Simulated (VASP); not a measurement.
Set up this calculation in VASP 6.6.1, as the native input.

- Task: single point
- Functional: PBE
- Potentials or basis: VASP PAW PBE potentials, release 64 (Li_sv, O)
- Cutoff: 750 eV
- k mesh: 8 × 8 × 8
- Occupations: gaussian, width 0.02 eV
- Spin: no spin polarisation
- Dipole correction: no
- Further INCAR settings: ALGO = Normal; EDIFF = 1e-06; NBANDS = 13

The structure of Li2O lies in POSCAR:

```
Li2O
1.0
    0.0000000000      2.3359130485      2.3359130485
    2.3359130485      0.0000000000      2.3359130485
    2.3359130485      2.3359130485      0.0000000000
Li O
2 1
Direct
    0.7500000000      0.7500000000      0.7500000000
    0.2500000000      0.2500000000      0.2500000000
    0.0000000000      0.0000000000      0.0000000000
```

These files were run (other wordings do the same):

INCAR

```
SYSTEM = Li2O
ALGO     = Normal         ! electronic algorithm
EDIFF    = 1E-6           ! SCF threshold, eV
ENCUT    = 750            ! plane-wave cutoff, eV
GGA      = PE             ! functional
GGA_COMPAT= .FALSE.      
ISIF     = 2              ! what is computed and relaxed
ISMEAR   = 0              ! smearing method
LASPH    = .TRUE.         ! aspherical terms in the spheres
LCHARG   = .FALSE.        ! write CHGCAR
LREAL    = .FALSE.        ! projectors in reciprocal space
LWAVE    = .FALSE.        ! write WAVECAR
NBANDS   = 13             ! bands
NELM     = 120            ! most SCF steps
PREC     = Accurate       ! precision mode
SIGMA    = 0.02           ! smearing width, eV
```

KPOINTS

```
k-points
0
G
  8 8 8
  0 0 0
```

Potentials or basis: VASP PAW PBE potentials, release 64 (Li_sv, O).

Command:

```console
$ cat potpaw_PBE.64/Li_sv/POTCAR potpaw_PBE.64/O/POTCAR > POTCAR
$ mpirun -np 1 vasp_std > vasp.out
```

It gave:

```json
{
 "Pressure": "-2.6 GPa",
 "Band gap on the k mesh": "4.91 eV (least direct gap 5.02 eV)"
}
```

Run time: 21 s on 1 thread of Intel(R) Xeon(R) Platinum 8488C (Sapphire Rapids) (shared host), peak memory 0.16 GiB.
